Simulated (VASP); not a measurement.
# H3Pt (Pm-3m) in VASP: further runs, part 2 of 2

VASP 6.6.1.

## (5) Single point, PBE

Contents of INCAR:

```
SYSTEM = H3Pt
PREC = Accurate
ENCUT = 520
EDIFF = 1E-7
ISMEAR = 0
SIGMA = 0.1
LREAL = .False.
LASPH = .True.
NELM = 60
ALGO = Normal
ISIF = 2
LWAVE = .False.
LCHARG = .False.
GGA = PE
NBANDS = 14
```

Contents of KPOINTS:

```
regular mesh
0
Gamma
  16 16 16
  0 0 0
```

Contents of POSCAR:

```
H3Pt
1.0
    2.9609762356      0.0000000000      0.0000000000
    0.0000000000      2.9609762356      0.0000000000
    0.0000000000      0.0000000000      2.9609762356
H Pt
3 1
Direct
    0.0000000000      0.5000000000      0.5000000000
    0.5000000000      0.0000000000      0.5000000000
    0.5000000000      0.5000000000      0.0000000000
    0.0000000000      0.0000000000      0.0000000000
```

Potentials or basis: VASP PAW PBE potentials, release 64 (H, Pt).

Command:

```console
cat potpaw_PBE.64/H/POTCAR potpaw_PBE.64/Pt/POTCAR > POTCAR
mpirun -np 1 vasp_std > vasp.out
```

OUTCAR:

```text
SYSTEM = H3Pt
   PREC = Accurate
   ENCUT = 520
   EDIFF = 1E-7
   ISMEAR = 0
   LREAL = .False.
   LASPH = .True.
   NELM = 60
   ISIF = 2
   GGA = PE

 ion  position               nearest neighbor table
   1  0.000  0.500  0.500-   4 2.09   4 2.09   4 2.09   4 2.09
   2  0.500  0.000  0.500-   4 2.09   4 2.09   4 2.09   4 2.09
   3  0.500  0.500  0.000-   4 2.09   4 2.09   4 2.09   4 2.09
   4  0.000  0.000  0.000-   1 2.09   2 2.09   3 2.09   1 2.09   2 2.09   1 2.09   3 2.09   1 2.09
                             2 2.09   3 2.09   2 2.09   3 2.09

[... 609 lines left out ...]
  --------------------------------------------------------------------------------------
  -------------------------------------------------------------------------------------
  Total       -0.0616073     -0.0616073     -0.0616073      0.0000000      0.0000000     -0.0000000
  in kB       -3.8022253     -3.8022253     -3.8022253      0.0000000      0.0000000     -0.0000000
  external PRESSURE =      -3.8022253 kB  Pullay stress =       0.0000000 kB

 VOLUME and BASIS-vectors are now :
 -----------------------------------------------------------------------------
  energy-cutoff  :      520.00
  volume of cell :       25.96
      direct lattice vectors                 reciprocal lattice vectors
     2.960976236  0.000000000  0.000000000     0.337726453  0.000000000  0.000000000
     0.000000000  2.960976236  0.000000000     0.000000000  0.337726453  0.000000000
     0.000000000  0.000000000  2.960976236     0.000000000  0.000000000  0.337726453

 POSITION                                       TOTAL-FORCE (eV/Angst)
 -----------------------------------------------------------------------------------
      0.00000      1.48049      1.48049         0.000000      0.000000      0.000000
      1.48049      0.00000      1.48049         0.000000      0.000000      0.000000
      1.48049      1.48049      0.00000         0.000000      0.000000      0.000000
      0.00000      0.00000      0.00000         0.000000      0.000000      0.000000
 -----------------------------------------------------------------------------------
    total drift:                                0.000000      0.000000      0.000000

  FREE ENERGIE OF THE ION-ELECTRON SYSTEM (eV)
  ---------------------------------------------------
  free  energy   TOTEN  =       -14.2093179185 eV

  energy  without entropy=      -14.2054210176  energy(sigma->0) =      -14.20736947
```

Wall time 14 s (1 thread of Intel Xeon 6975P-C (Granite Rapids), shared host); peak memory 0.18 GiB.

What came out:

| Item | Value |
| --- | --- |
| Free energy | -14.2093 eV |
| Pressure | -0.4 GPa |

Caveat: spin-orbit coupling is left out, which moves the levels of the heavy elements.

## (6) Relaxation of cell and atoms, PBE

Contents of INCAR:

```
SYSTEM = H3Pt
  PREC = Accurate
  ENCUT = 600
  EDIFF = 1E-6
  ISMEAR = 0
  SIGMA = 0.1
  LREAL = .False.
  LASPH = .True.
  NELM = 100
  ALGO = Normal
  ISIF = 3
  LWAVE = .False.
  LCHARG = .False.
  GGA = PE
  IBRION = 2
  NSW = 100
  EDIFFG = -0.01
```

Contents of KPOINTS:

```
Automatic mesh
0
Gamma
  16 16 16
  0 0 0
```

POSCAR is that of step 5.

Potentials or basis: VASP PAW PBE potentials, release 64 (H, Pt).

Command:

```console
cat potpaw_PBE.64/H/POTCAR potpaw_PBE.64/Pt/POTCAR > POTCAR
mpirun -np 1 vasp_std > vasp.out
```

OUTCAR:

```text
SYSTEM = H3Pt
   PREC = Accurate
   ENCUT = 600
   EDIFF = 1E-6
   ISMEAR = 0
   LREAL = .False.
   LASPH = .True.
   NELM = 100
   ISIF = 3
   GGA = PE
   IBRION = 2
   NSW = 100
   EDIFFG = -0.01

 ion  position               nearest neighbor table
   1  0.000  0.500  0.500-   4 2.09   4 2.09   4 2.09   4 2.09
   2  0.500  0.000  0.500-   4 2.09   4 2.09   4 2.09   4 2.09
   3  0.500  0.500  0.000-   4 2.09   4 2.09   4 2.09   4 2.09
[... 511 lines left out ...]
 [... further k-points ...]
[... 5 lines left out ...]
  --------------------------------------------------------------------------------------
  -------------------------------------------------------------------------------------
  Total       -0.0379070     -0.0379070     -0.0379070     -0.0000000      0.0000000     -0.0000000
  in kB       -2.3395112     -2.3395112     -2.3395112     -0.0000000      0.0000000     -0.0000000
  external PRESSURE =      -2.3395112 kB  Pullay stress =       0.0000000 kB

 VOLUME and BASIS-vectors are now :
 -----------------------------------------------------------------------------
  energy-cutoff  :      600.00
  volume of cell :       25.96
      direct lattice vectors                 reciprocal lattice vectors
     2.960976236  0.000000000  0.000000000     0.337726453  0.000000000  0.000000000
     0.000000000  2.960976236  0.000000000     0.000000000  0.337726453  0.000000000
     0.000000000  0.000000000  2.960976236     0.000000000  0.000000000  0.337726453

 POSITION                                       TOTAL-FORCE (eV/Angst)
 -----------------------------------------------------------------------------------
      0.00000      1.48049      1.48049         0.000000      0.000000      0.000000
      1.48049      0.00000      1.48049         0.000000      0.000000      0.000000
      1.48049      1.48049      0.00000         0.000000      0.000000      0.000000
      0.00000      0.00000      0.00000         0.000000      0.000000      0.000000
 -----------------------------------------------------------------------------------
    total drift:                               -0.000000      0.000000      0.000000

  FREE ENERGIE OF THE ION-ELECTRON SYSTEM (eV)
  ---------------------------------------------------
  free  energy   TOTEN  =       -14.2101921815 eV

  energy  without entropy=      -14.2062950153  energy(sigma->0) =      -14.20824360

 reached required accuracy - stopping structural energy minimisation
```

It took 76 s on 1 thread of Oxide Virtual Turin-like, shared host; peak memory 0.16 GiB.

What came out:

```yaml
Free_energy: -14.2102 eV
Pressure_after_relaxing: -0.2 GPa
```

Final structure:
```
H Pt
1.0
     2.96098    0.00000    0.00000
     0.00000    2.96098    0.00000
     0.00000    0.00000    2.96098
H Pt
3 1
Direct
  0.00000 0.50000 0.50000
  0.50000 0.00000 0.50000
  0.50000 0.50000 0.00000
  0.00000 0.00000 0.00000
```

Levels at points of the mesh, in eV from the Fermi level:
| k point | band 3 | band 4 | band 5 | band 6 | band 7 | band 8 | band 9 | band 10 |
| --- | --- | --- | --- | --- | --- | --- | --- | --- |
| (0.00, 0.00, 0.00) | -7.00 | -2.41 | -2.41 | -2.41 | 3.96 | 3.96 | 7.40 | 7.40 |
| (0.50, 0.00, 0.00) | -5.62 | -3.89 | -3.89 | -2.28 | -0.57 | 0.35 | 8.27 | 12.13 |
| (0.50, 0.50, 0.00) | -5.21 | -5.21 | -3.60 | -3.60 | -1.33 | 2.46 | 3.31 | 10.75 |
| (0.50, 0.50, 0.50) | -8.07 | -1.22 | -1.22 | 3.42 | 3.42 | 3.42 | 3.95 | 4.02 |

Caveat: the relaxation stopped at its first step, so nothing moved; spin-orbit coupling is left out, which moves the levels of the heavy elements.

## (7) Overview

```tsv
task	cell	k mesh	cutoff (eV)	gap on the mesh (eV)	pressure (GPa)
single point	a = 2.961 Å, 4 atoms	6 × 6 × 6	520	none	-0.5
single point	a = 3.197 Å, 4 atoms	6 × 6 × 6	520	none	-25.8
relaxation of cell and atoms	relaxed from a = 3.197 Å, 4 atoms	6 × 6 × 6	600	none	-0.4
single point	a = 2.961 Å, 4 atoms	16 × 16 × 16	520	none	-0.4
relaxation of cell and atoms	relaxed from a = 2.961 Å, 4 atoms	16 × 16 × 16	600	none	-0.2
```

Alike in all rows: level PBE; potentials or basis VASP PAW PBE potentials, release 64 (H, Pt); no spin polarisation; smearing gaussian 0.1 eV.

Caveats: spin-orbit coupling is left out, which moves the levels of the heavy elements; the relaxation stopped at its first step, so nothing moved (some runs).

Absolute energies hang on the potentials; compare differences alone.
